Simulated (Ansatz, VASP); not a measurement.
## WC: VASP beside Ansatz

```
CELL_PARAMETERS angstrom
2.90050 0.00000 0.00000
-1.45025 2.51191 0.01256
0.00000 0.01414 2.82900
ATOMIC_POSITIONS crystal
W 0.00000 0.00000 0.00000
C 0.66667 0.33333 0.50000
```

Change from the starting cell: strain +0.0100 x Voigt [0, 0, 0, 1, 0, 0], atoms carried along.

Alike in both runs: task single point; functional PBEsol; k mesh 18 × 18 × 16; occupations gaussian, width 0.15 eV; no spin polarisation.

```csv
,VASP,Ansatz
version,VASP 6.6.1,Ansatz 0.2.0
potentials or method,"VASP PAW PBE potentials, release 64 (W_sv, C), cutoff 520 eV","scalar-relativistic, plane waves, PAW"
valence electrons in the cell,18,18
```

Ansatz gave:

- gap on the k mesh at the Fermi level (eV): none
- pressure (GPa): -0.7
- traceless stress, the component that is largest in VASP (GPa): -3.20

Question: Estimate VASP's values.

Answer: gap on the k mesh at the Fermi level (eV): none; pressure (GPa): 0.6; traceless stress, the component that is largest in VASP (GPa): -3.21.

VASP's potentials were made for PBE, not for PBEsol. A gap of «none» marks a metal or a gap that the smearing closes.

Neither program's run includes spin-orbit coupling.
